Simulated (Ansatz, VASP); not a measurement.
**Two plane-wave programs on SiC**

Contents of INCAR:

```
PREC = Accurate
ENCUT = 520
EDIFF = 1E-6
ISMEAR = 0
SIGMA = 0.05
LREAL = F
LASPH = T
NELM = 60
ALGO = Normal
ISIF = 2
LWAVE = F
LCHARG = T
GGA = PE
LELF = T
LVHAR = T
NBANDS = 11
```

KPOINTS

```
Automatic mesh
0
Gamma
  12 12 12
```

POSCAR

```
SiC
1.0
    0.0000000000      2.2007517308      2.2007517308
    2.2007517308      0.0000000000      2.2007517308
    2.1096406091      2.1096406091      0.0911111217
Si C
1 1
Direct
    0.0000000000      0.0000000000      0.0000000000
    0.7500000000      0.7500000000      0.7500000000
```

Input for Ansatz:

```yaml
crystal:
  lattice:
    - [0.0, 2.2007517308, 2.2007517308]
    - [2.2007517308, 0.0, 2.2007517308]
    - [2.1096406091, 2.1096406091, 0.0911111217]
  atoms:
    - { symbol: Si, position: [0.0, 0.0, 0.0] }
    - { symbol: C, position: [0.75, 0.75, 0.75] }
basis:
  ecutwfc: 520.0
kpoints:
  mp_grid: { grid: [12, 12, 12] }
hamiltonian:
  xc: pbe
scf:
  occupations: { method: gaussian, width: 0.05 }
output:
  forces: true
  stress: true
  eigenvalues: true
```

Alike in both runs: task single point; functional PBE; k mesh 12 × 12 × 12; occupations gaussian, width 0.05 eV; no spin polarisation.

|  | VASP | Ansatz |
| --- | --- | --- |
| version | VASP 6.6.1 | Ansatz 0.2.0 |
| potentials or method | VASP PAW PBE potentials, release 64 (Si, C), cutoff 520 eV | scalar-relativistic, plane waves, PAW |
| valence electrons in the cell | 8 | 8 |

|  | VASP | Ansatz | Ansatz less VASP |
| --- | --- | --- | --- |
| gap on the k mesh at the Fermi level (eV) | 1.04 | 1.05 | +0.007 |
| least direct gap on the mesh (eV) | 4.12 | 4.13 | +0.007 |
| pressure (GPa) | 12.9 | 12.9 | +0.08 |
| traceless stress, the component that is largest in VASP (GPa) | 13.53 | 13.49 | -0.041 |
| rms of the force components (eV/Å) | 0.576 | 0.577 | +0.0011 |

Atom by atom the forces differ by 0.001 eV/Å (rms over components). The functional is the same, so the differences come from potentials, cutoffs and numerics.
